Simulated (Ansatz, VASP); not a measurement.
One calculation of Rh, two programs

```
CELL_PARAMETERS angstrom
0.00000 2.65968 2.65968
2.65968 0.00000 2.65968
2.65968 2.65968 0.00000
ATOMIC_POSITIONS crystal
Rh 0.12500 0.12500 0.12500
Rh 0.87500 0.87500 0.87500
```

Alike in both runs: task single point; functional LDA; k mesh 11 × 11 × 11; occupations fermi-dirac, width 0.1 eV; no spin polarisation.

|  | VASP | Ansatz |
| --- | --- | --- |
| version | VASP 6.6.1 | Ansatz 0.2.0 |
| potentials or method | VASP PAW LDA potentials, release 64 (Rh_pv), cutoff 520 eV | plane waves (420 eV) with PAW, scalar-relativistic |
| valence electrons in the cell | 30 | 34 |

Ansatz gave:

- pressure (GPa): 7.3

**Question.** Estimate VASP's values.

**Answer.** Pressure (GPa): 8.1.

Ansatz warns that its potentials were made for another functional, while VASP's fit it. LDA's correlation is that of Perdew and Zunger in VASP and of Perdew and Wang (1992) in Ansatz. VASP's potentials hold 30 valence electrons a cell and Ansatz's 34, so a difference there can come from the potentials and not from the codes.
